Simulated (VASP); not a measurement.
# AgI (P6_3mc) in VASP: a series of runs, part 2 of 2

VASP 6.6.1. The steps go on from the part before.

## (4) Electric field gradients, PBE

Input file INCAR:

```
SYSTEM = AgI
PREC = Accurate
ENCUT = 400
EDIFF = 1E-8
ISMEAR = -1
SIGMA = 0.02
LREAL = .FALSE.
LASPH = .TRUE.
NELM = 120
ALGO = Normal
ISIF = 2
LWAVE = .FALSE.
LCHARG = .FALSE.
GGA = PE
LEFG = .TRUE.
NBANDS = 26
GGA_COMPAT = .FALSE.
```

Input file KPOINTS:

```
regular mesh
0
G
  8 8 4
  0 0 0
```

Input file POSCAR:

```
AgI
1.0
    4.5800015808      0.0000000000      0.0000000000
   -2.2900007904      3.9663977183      0.0000000000
    0.0000000000      0.0000000000      7.5100000000
Ag I
2 2
Direct
    0.3333333333      0.6666666667      0.0000000000
    0.6666666667      0.3333333333      0.5000000000
    0.3333333333      0.6666666667      0.3750000000
    0.6666666667      0.3333333333      0.8750000000
```

Potentials or basis: VASP PAW PBE potentials, release 64 (Ag, I).

On the command line:

```console
$ cat potpaw_PBE.64/Ag/POTCAR potpaw_PBE.64/I/POTCAR > POTCAR
$ mpirun -np 1 vasp_std > vasp.out
```

OUTCAR:

```text
SYSTEM = AgI
   PREC = Accurate
   ENCUT = 400
   EDIFF = 1E-8
   ISMEAR = -1
   LREAL = .FALSE.
   LASPH = .TRUE.
   NELM = 120
   ISIF = 2
   GGA = PE

 ion  position               nearest neighbor table
   1  0.333  0.667  0.000-   4 2.81   4 2.81   4 2.81   3 2.82
   2  0.667  0.333  0.500-   3 2.81   3 2.81   3 2.81   4 2.82
   3  0.333  0.667  0.375-   2 2.81   2 2.81   2 2.81   1 2.82
   4  0.667  0.333  0.875-   1 2.81   1 2.81   1 2.81   2 2.82

  LATTYP: Found a hexagonal cell.
 ALAT       =     4.5800015808
 C/A-ratio  =     1.6397374253

  Lattice vectors:

 A1 = (   4.5800015808,   0.0000000000,   0.0000000000)
 A2 = (  -2.2900007904,   3.9663977183,   0.0000000000)
 A3 = (   0.0000000000,   0.0000000000,   7.5100000000)

Analysis of symmetry for initial positions (statically):
=====================================================================
 Subroutine PRICEL returns:
 Original cell was already a primitive cell.

 Routine SETGRP: Setting up the symmetry group for a
 hexagonal supercell.

 Subroutine GETGRP returns: Found 12 space group operations
 (whereof  6 operations were pure point group operations)
 out of a pool of 24 trial point group operations.

The static configuration has the point symmetry C_3v.
 The point group associated with its full space group is C_6v.

Analysis of symmetry for dynamics (positions and initial velocities):
=====================================================================
 Subroutine PRICEL returns:
 Original cell was already a primitive cell.

 Routine SETGRP: Setting up the symmetry group for a
 hexagonal supercell.

 Subroutine GETGRP returns: Found 12 space group operations
 (whereof  6 operations were pure point group operations)
 out of a pool of 24 trial point group operations.

The dynamic configuration has the point symmetry C_3v.
 The point group associated with its full space group is C_6v.

 Subroutine INISYM returns: Found 12 space group operations
 (whereof  6 operations are pure point group operations),
 and found     1 'primitive' translations

----------------------------------------------------------------------------------------

                                     Primitive cell

  volume of cell :     136.4275

  direct lattice vectors                    reciprocal lattice vectors
     4.580001581  0.000000000  0.000000000     0.218340536  0.126058967  0.000000000
    -2.290000790  3.966397718  0.000000000     0.000000000  0.252117934  0.000000000
     0.000000000  0.000000000  7.510000000     0.000000000  0.000000000  0.133155792

  length of vectors
     4.580001581  4.580001581  7.510000000     0.252117934  0.252117934  0.133155792

  position of ions in fractional coordinates (direct lattice)
     0.333333333  0.666666667  0.000000000
     0.666666667  0.333333333  0.500000000
     0.333333333  0.666666667  0.375000000
     0.666666667  0.333333333  0.875000000

  ion indices of the primitive-cell ions
   primitive index   ion index
                 1           1
                 2           2
                 3           3
                 4           4

----------------------------------------------------------------------------------------

[... 82 lines left out ...]
   EMIN   =  10.00;   EMAX   =-10.00  energy-range for DOS
   EFERMI =   0.00;   METHOD = LEGACY
   ISMEAR =    -1;   SIGMA  =   0.02  broadening in eV -4-tet -1-fermi 0-gaus
   EFERMI_NEDOS =   21; number of points for ismear=-14 and -15
   IALGO  =     38    algorithm
   IMIX   =      4    mixing-type and parameters
     AMIX     =   0.40;   BMIX     =  1.00
     AMIX_MAG =   1.60;   BMIX_MAG =  1.00
  volume/ion in A,a.u.               =      34.11       230.16
  Fermi-wavevector in a.u.,A,eV,Ry     =   1.050046  1.984300 15.001742  1.102597
  Thomas-Fermi vector in A             =   2.185033
   LORBIT       =      0    0 simple, 1 ext, 2 COOP (PROOUT), +10 PAW based schemes
   GGA     = PE    functional components
   LHFCALC =     F    Hartree Fock is set to
   AEXX    =    0.0000 exact exchange contribution
   IVDW    =     0    specifies the selected vdW correction
   LEPSILON=     F    determine dielectric tensor
   LRPA    =     F    only Hartree local field effects (RPA)
 non-spin polarized calculation
  energy-cutoff  :      400.00
  volume of cell :      136.43
 maximum number of plane-waves:      2539
 NGX is ok and might be reduce to    30
   NGX = 15   NGY = 15   NGZ = 25

 number of electron      35.9999993 magnetization

 Free energy of the ion-electron system (eV)
  ---------------------------------------------------
  ext. energy  EPLUGINS =         0.00000000
  ---------------------------------------------------
  free energy    TOTEN  =        -9.52783777 eV

  energy without entropy =       -9.52783777  energy(sigma->0) =       -9.52783777

 E-fermi :   3.5709     XC(G=0):  -8.4449

 val. band max:        3.1822026508   @ k =   0.0000   0.0000   0.0000
 cond. band min:       4.5493864252   @ k =   0.0000   0.0000   0.0000
 fundamental gap:      1.3671837744
 Fermi energy:         3.5709045307

 k-point     1 :       0.0000    0.0000    0.0000
  band No.  band energies     occupation
      1      -9.6516      2.00000
      2      -9.3580      2.00000
      3      -1.0477      2.00000
      4      -1.0477      2.00000
      5      -1.0444      2.00000
      6      -0.9831      2.00000
[... 685 lines left out ...]
     25      10.5212      0.00000
     26      10.5212      0.00000

 [... further k-points ...]
[... 5 lines left out ...]
  --------------------------------------------------------------------------------------
  -------------------------------------------------------------------------------------
  Total        1.6120664      1.6120664      1.4890959      0.0000000      0.0000000      0.0000000
  in kB       18.9317902     18.9317902     17.4876491      0.0000000      0.0000000      0.0000000
  external PRESSURE =      18.4504099 kB  Pullay stress =       0.0000000 kB

 VOLUME and BASIS-vectors are now :
 -----------------------------------------------------------------------------
  energy-cutoff  :      400.00
  volume of cell :      136.43
      direct lattice vectors                 reciprocal lattice vectors
     4.580001581  0.000000000  0.000000000     0.218340536  0.126058967  0.000000000
    -2.290000790  3.966397718  0.000000000     0.000000000  0.252117934  0.000000000
     0.000000000  0.000000000  7.510000000     0.000000000  0.000000000  0.133155792

 POSITION                                       TOTAL-FORCE (eV/Angst)
 -----------------------------------------------------------------------------------
     -0.00000      2.64427      0.00000        -0.000000     -0.000000      0.020194
      2.29000      1.32213      3.75500         0.000000      0.000000      0.020194
     -0.00000      2.64427      2.81625        -0.000000      0.000000     -0.020194
      2.29000      1.32213      6.57125         0.000000     -0.000000     -0.020194
 -----------------------------------------------------------------------------------
    total drift:                               -0.000000     -0.000000      0.000759

  FREE ENERGIE OF THE ION-ELECTRON SYSTEM (eV)
  ---------------------------------------------------
  free  energy   TOTEN  =        -9.5278377728 eV

  energy  without entropy=       -9.5278377728  energy(sigma->0) =       -9.52783777

 Electric field gradients (V/A^2)
---------------------------------------------------------------------
 ion       V_xx      V_yy      V_zz      V_xy      V_xz      V_yz
---------------------------------------------------------------------
   1      -0.982    -0.984     1.966    -0.002    -0.000     0.000
   2      -0.982    -0.984     1.966    -0.002     0.000    -0.000
   3      -1.976    -1.976     3.952    -0.001    -0.000     0.000
   4      -1.976    -1.976     3.952    -0.001     0.000    -0.000
---------------------------------------------------------------------

 Electric field gradients after diagonalization (V/A^2)
 (convention: |V_zz| > |V_xx| > |V_yy|)
----------------------------------------------------------------------
 ion       V_xx      V_yy      V_zz     asymmetry (V_yy - V_xx)/ V_zz
----------------------------------------------------------------------
   1      -0.985    -0.980     1.966       0.003
   2      -0.985    -0.980     1.966       0.003
   3      -1.977    -1.975     3.952       0.000
   4      -1.977    -1.975     3.952       0.000
----------------------------------------------------------------------

           NMR quadrupolar parameters

 Cq : quadrupolar parameter    Cq=e*Q*V_zz/h
 eta: asymmetry parameters     (V_yy - V_xx)/ V_zz
 Q  : nuclear electric quadrupole moment in mb (millibarn)
----------------------------------------------------------------------
 ion       Cq(MHz)       eta       Q (mb)
----------------------------------------------------------------------
   1       0.005       0.003       1.000
   2       0.005       0.003       1.000
   3       0.010       0.000       1.000
   4       0.010       0.000       1.000
----------------------------------------------------------------------
```

stdout:

```text
POSCAR found type information on POSCAR AgI
 POSCAR found :  2 types and       4 ions
 scaLAPACK will be used
 LDA part: xc-table for (Slater+PW92), standard interpolation
 POSCAR, INCAR and KPOINTS ok, starting setup
 FFT: planning ... GRIDC
 FFT: planning ... GRID_SOFT
 FFT: planning ... GRID
 WAVECAR not read
 entering main loop
ion   1

ion   2

ion   3

ion   4
```

Run time: 79 s. Hardware: 1 thread of Intel Xeon Platinum 8259CL at 2.50GHz (Skylake/Cascade Lake), shared host; peak memory 0.23 GiB.

What came out:

```
Free energy            : -9.5278 eV
Pressure               : 1.8 GPa
Largest force          : 0.020 eV/Å
Band gap on the k mesh : 1.37 eV, direct
```

Forces in eV/Å, atoms in the order of the input:
```
Ag   0.000  0.000  0.020
Ag   0.000  0.000  0.020
I    0.000  0.000 -0.020
I    0.000  0.000 -0.020
```

Stress tensor (GPa, compression positive):
```
1.89 0.00 0.00
0.00 1.89 0.00
0.00 0.00 1.75
```

Electric field gradients, principal values (V/Å²):
```
atom   least  middle  greatest (by size)
1 Ag  -0.980  -0.985               1.966
2 Ag  -0.980  -0.985               1.966
 3 I  -1.975  -1.977               3.952
 4 I  -1.975  -1.977               3.952
```

Caveat: without QUAD_EFG the Cq values of the log hold for a quadrupole moment of 1 mb, not for the nuclei; spin-orbit coupling is left out, which moves the levels of the heavy elements.
